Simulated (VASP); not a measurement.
Runs of VASP 6.6.1 on Lu. The structure is that of space group P6/mmm (No. 191), or close to it. The cells are those of the table. This isn't the form of Lu at room conditions, which is hcp.

| cell | gap on the mesh (eV) | pressure (GPa) |
| --- | --- | --- |
| a = 5.297, b = 5.297, c = 3.314 Å, angles 90.0, 90.0, 120.0°, 3 atoms | none | 6.7 |
| a = 5.376, b = 5.376, c = 3.364 Å, angles 90.0, 90.0, 120.0°, 3 atoms | none | (a) |
| a = 5.528, b = 5.528, c = 3.458 Å, angles 90.0, 90.0, 120.0°, 3 atoms | none | 0.0 |
| a = 5.453, b = 5.453, c = 3.412 Å, angles 90.0, 90.0, 120.0°, 3 atoms | none | 1.9 |

Alike in all rows: task single point; level RPBE; potentials or basis VASP PAW PBE potentials, release 64 (Lu); no spin polarisation; k mesh 8 × 8 × 10; cutoff (eV) 520; smearing fermi-dirac 0.1 eV.

Problem. Fill in the values left out.

Solution. (a) 4.1.

Caveats: the PAW data sets were made with another functional, which shifts forces and pressure a little; spin-orbit coupling is left out, which moves the levels of the heavy elements; the cell stands under pressure (at least some runs).

A k mesh can miss the band edges, and the runs leave out spin-orbit coupling on Lu.

A gap of «none» marks levels without a gap at the run's occupations.
